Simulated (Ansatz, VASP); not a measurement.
## La: VASP beside Ansatz

```
CELL_PARAMETERS angstrom
3.75000 0.00000 0.00000
-1.87500 3.24760 0.00000
0.00000 0.00000 6.07000
ATOMIC_POSITIONS crystal
La 0.33333 0.66667 0.25000
La 0.66667 0.33333 0.75000
```

Alike in both runs: task single point; functional PBE; k mesh 11 × 11 × 6; occupations fermi-dirac, width 0.15 eV; no spin polarisation.

```csv
,VASP,Ansatz
version,VASP 6.6.1,Ansatz 0.2.0
potentials or method,"VASP PAW PBE potentials, release 64 (La), cutoff 520 eV","all-electron LAPW, scalar-relativistic"
```

|  | VASP | Ansatz | Ansatz less VASP |
| --- | --- | --- | --- |
| pressure (GPa) | 0.8 | 0.7 | -0.05 |
| traceless stress, the component that is largest in VASP (GPa) | -0.05 | -0.05 | +0.002 |

Ansatz ran all-electron here, and VASP with PAW potentials.

Spin-orbit coupling is off throughout.
